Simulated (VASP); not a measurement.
# SnS2 (Berndtite-2T) (P-3m1) in VASP: a series of runs, part 2 of 2

VASP 6.6.1. Earlier steps stand in the parts before.

## Step 3: Single point, PBEsol

Contents of INCAR:

```
  PREC = Accurate
  ENCUT = 500
  EDIFF = 1E-6
  ISMEAR = 0
  SIGMA = 0.01
  LREAL = F
  LASPH = T
  NELM = 120
  ALGO = Normal
  ISIF = 2
  LWAVE = F
  LCHARG = F
  GGA = PS
  NBANDS = 20
  GGA_COMPAT = F
```

Contents of KPOINTS:

```
Automatic mesh
0
Gamma
  6 6 4
```

Contents of POSCAR:

```
SnS2
1.0
    3.6390000000      0.0000000000      0.0000000000
   -1.8195000000      3.1514664400      0.0000000000
    0.0000000000      0.0000000000      5.8680000000
Sn S
1 2
Direct
    0.0000000000      0.0000000000      0.0000000000
    0.3333333333      0.6666666667      0.2500000000
    0.6666666667      0.3333333333      0.7500000000
```

Potentials or basis: VASP PAW PBE potentials, release 64 (Sn_d, S).

Launch:

```sh
> cat potpaw_PBE.64/Sn_d/POTCAR potpaw_PBE.64/S/POTCAR > POTCAR
> mpirun -np 1 vasp_std > vasp.out
```

OUTCAR:

```text
PREC = Accurate
   ENCUT = 500
   EDIFF = 1E-6
   ISMEAR = 0
   LREAL = F
   LASPH = T
   NELM = 120
   ISIF = 2
   GGA = PS

 ion  position               nearest neighbor table
   1  0.000  0.000  0.000-   2 2.56   3 2.56   3 2.56   2 2.56   3 2.56   2 2.56
   2  0.333  0.667  0.250-   1 2.56   1 2.56   1 2.56
   3  0.667  0.333  0.750-   1 2.56   1 2.56   1 2.56

  LATTYP: Found a hexagonal cell.
 ALAT       =     3.6390000000
 C/A-ratio  =     1.6125309151

  Lattice vectors:

 A1 = (   3.6390000000,   0.0000000000,   0.0000000000)
 A2 = (  -1.8195000000,   3.1514664400,   0.0000000000)
 A3 = (   0.0000000000,   0.0000000000,   5.8680000000)

Analysis of symmetry for initial positions (statically):
=====================================================================
 Subroutine PRICEL returns:
 Original cell was already a primitive cell.

 Routine SETGRP: Setting up the symmetry group for a
 hexagonal supercell.

 Subroutine GETGRP returns: Found 12 space group operations
 (whereof 12 operations were pure point group operations)
 out of a pool of 24 trial point group operations.

The static configuration has the point symmetry D_3d.

Analysis of symmetry for dynamics (positions and initial velocities):
=====================================================================
 Subroutine PRICEL returns:
 Original cell was already a primitive cell.

 Routine SETGRP: Setting up the symmetry group for a
 hexagonal supercell.

 Subroutine GETGRP returns: Found 12 space group operations
 (whereof 12 operations were pure point group operations)
 out of a pool of 24 trial point group operations.

The dynamic configuration has the point symmetry D_3d.

[... 110 lines left out ...]
   NELECT =      26.0000    total number of electrons
   NUPDOWN=      -1.0000    fix difference up-down
   EMIN   =  10.00;   EMAX   =-10.00  energy-range for DOS
   EFERMI =   0.00;   METHOD = LEGACY
   ISMEAR =     0;   SIGMA  =   0.01  broadening in eV -4-tet -1-fermi 0-gaus
   EFERMI_NEDOS =   21; number of points for ismear=-14 and -15
   IALGO  =     38    algorithm
   IMIX   =      4    mixing-type and parameters
     AMIX     =   0.40;   BMIX     =  1.00
     AMIX_MAG =   1.60;   BMIX_MAG =  1.00
  volume/ion in A,a.u.               =      22.43       151.38
  Fermi-wavevector in a.u.,A,eV,Ry     =   1.192352  2.253218 19.343434  1.421702
  Thomas-Fermi vector in A             =   2.328392
   LORBIT       =      0    0 simple, 1 ext, 2 COOP (PROOUT), +10 PAW based schemes
   GGA     = PS    functional components
   LHFCALC =     F    Hartree Fock is set to
   AEXX    =    0.0000 exact exchange contribution
   IVDW    =     0    specifies the selected vdW correction
   LEPSILON=     F    determine dielectric tensor
   LRPA    =     F    only Hartree local field effects (RPA)
 non-spin polarized calculation
 Gauss-broadening in eV      SIGMA  =   0.01
  energy-cutoff  :      500.00
  volume of cell :       67.30
 maximum number of plane-waves:      1737
 NGX is ok and might be reduce to    28
   NGX = 13   NGY = 13   NGZ = 21

 number of electron      26.0000007 magnetization

 Free energy of the ion-electron system (eV)
  ---------------------------------------------------
  ext. energy  EPLUGINS =         0.00000000
  ---------------------------------------------------
  free energy    TOTEN  =       -14.25947395 eV

  energy without entropy =      -14.25947395  energy(sigma->0) =      -14.25947395

 E-fermi :   4.7729     XC(G=0):  -9.8589

 val. band max:        4.7312185898   @ k =   0.0000   0.0000   0.0000
 cond. band min:       6.1192992332   @ k =   0.5000  -0.0000   0.2500
 fundamental gap:      1.3880806434
 Fermi energy:         4.7729485280

 k-point     1 :       0.0000    0.0000    0.0000
  band No.  band energies     occupation
      1     -16.1287      2.00000
      2     -16.1287      2.00000
      3     -16.0845      2.00000
      4     -16.0544      2.00000
      5     -16.0544      2.00000
      6      -9.1641      2.00000
[... 541 lines left out ...]
     19      14.2690      0.00000
     20      14.2828      0.00000

------------------------ aborting loop because EDIFF is reached ----------------------------------------

  FORCE on cell =-STRESS in cart. coord.  units (eV):
  Direction    XX          YY          ZZ          XY          YZ          ZX
  --------------------------------------------------------------------------------------
  -------------------------------------------------------------------------------------
  Total        0.4587473      0.4587473      0.4875130      0.0000000      0.0000000      0.0000000
  in kB       10.9219262     10.9219261     11.6067858      0.0000000      0.0000000      0.0000000
  external PRESSURE =      11.1502127 kB  Pullay stress =       0.0000000 kB

 VOLUME and BASIS-vectors are now :
 -----------------------------------------------------------------------------
  energy-cutoff  :      500.00
  volume of cell :       67.30
      direct lattice vectors                 reciprocal lattice vectors
     3.639000000  0.000000000  0.000000000     0.274800769  0.158656298  0.000000000
    -1.819500000  3.151466440  0.000000000     0.000000000  0.317312597  0.000000000
     0.000000000  0.000000000  5.868000000     0.000000000  0.000000000  0.170415815

 POSITION                                       TOTAL-FORCE (eV/Angst)
 -----------------------------------------------------------------------------------
      0.00000      0.00000      0.00000         0.000000      0.000000      0.000000
     -0.00000      2.10098      1.46700         0.000000      0.000000      0.093438
      1.81950      1.05049      4.40100        -0.000000     -0.000000     -0.093438
 -----------------------------------------------------------------------------------
    total drift:                               -0.000000     -0.000000     -0.000000

  FREE ENERGIE OF THE ION-ELECTRON SYSTEM (eV)
  ---------------------------------------------------
  free  energy   TOTEN  =       -14.2594739467 eV

  energy  without entropy=      -14.2594739467  energy(sigma->0) =      -14.25947395
```

stdout:

```text
POSCAR found type information on POSCAR SnS
 POSCAR found :  2 types and       3 ions
 scaLAPACK will be used
 -----------------------------------------------------------------------------
|                                                                             |
|                                                                             |
|     You enforced a specific xc type in the INCAR file but a different       |
|     I HOPE YOU KNOW WHAT YOU ARE DOING!                                     |
|                                                                             |
 -----------------------------------------------------------------------------

 LDA part: xc-table for (Slater+PW92), standard interpolation
 POSCAR, INCAR and KPOINTS ok, starting setup
 FFT: planning ... GRIDC
 FFT: planning ... GRID_SOFT
 FFT: planning ... GRID
 WAVECAR not read
 entering main loop
```

Wall time 25 s (1 thread of Intel Xeon 6975P-C, shared host); peak memory 0.19 GiB.

Results:

* Free energy: -14.2595 eV
* Pressure: 1.1 GPa
* Largest force: 0.093 eV/Å
* Band gap on the k mesh: 1.39 eV, indirect (least direct gap 1.86 eV)

Forces in eV/Å, atoms in the order of the input:
```
Sn   0.000  0.000  0.000
S    0.000  0.000  0.093
S    0.000  0.000 -0.093
```

Caveat: the PAW data sets were made with another functional, which shifts forces and pressure a little; spin-orbit coupling is left out, which moves the levels of the heavy elements; this functional lacks dispersion, which binds the layers, so the pressure and a relaxed spacing across them are unreliable. A k mesh can miss the band edges.
